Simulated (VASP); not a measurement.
Write the native input for VASP 6.6.1 that does the following.

```
Task                   : single point
Functional             : LDA
Potentials or basis    : VASP PAW LDA potentials, release 64 (Mg, Zr_sv)
Cutoff                 : 520 eV
k mesh                 : 5 × 5 × 5
Occupations            : fermi-dirac, width 0.15 eV
Spin                   : no spin polarisation
Dipole correction      : no
Further INCAR settings : ALGO = Normal; EDIFF = 1e-07; NBANDS = 17
```

The structure of Mg3Zr lies in POSCAR:

```
Mg3Zr
1.0
    4.3204389468      0.0000000000      0.0000000000
    0.0000000000      4.3204389468      0.0000000000
    0.0000000000      0.0000000000      4.3204389468
Mg Zr
3 1
Direct
    0.5000000000      0.5000000000      0.0000000000
    0.5000000000      0.0000000000      0.5000000000
    0.0000000000      0.5000000000      0.5000000000
    0.0000000000      0.0000000000      0.0000000000
```

These files were run (other wordings do the same):

INCAR

```
ALGO = Normal ; EDIFF = 1E-7
ENCUT = 520 ; GGA = CA
ISIF = 2 ; ISMEAR = -1
LASPH = T ; LCHARG = F
LREAL = F ; LWAVE = F
NBANDS = 17 ; NELM = 100
PREC = Accurate ; SIGMA = 0.15
```

KPOINTS

```
k-points
0
Gamma
  5 5 5
```

Potentials or basis: VASP PAW LDA potentials, release 64 (Mg, Zr_sv).

Run with:

```sh
$ cat potpaw_LDA.64/Mg/POTCAR potpaw_LDA.64/Zr_sv/POTCAR > POTCAR
$ mpirun -np 1 vasp_std > vasp.out
```

Results of the run:

* Pressure: 1.9 GPa
* Band gap on the k mesh: zero (band 9 reaches 5.42 eV, above the bottom of band 10 at 4.06 eV)

Wall time 8.4 s on 1 thread of Intel Xeon 6975P-C (shared host), peak memory 0.15 GiB.
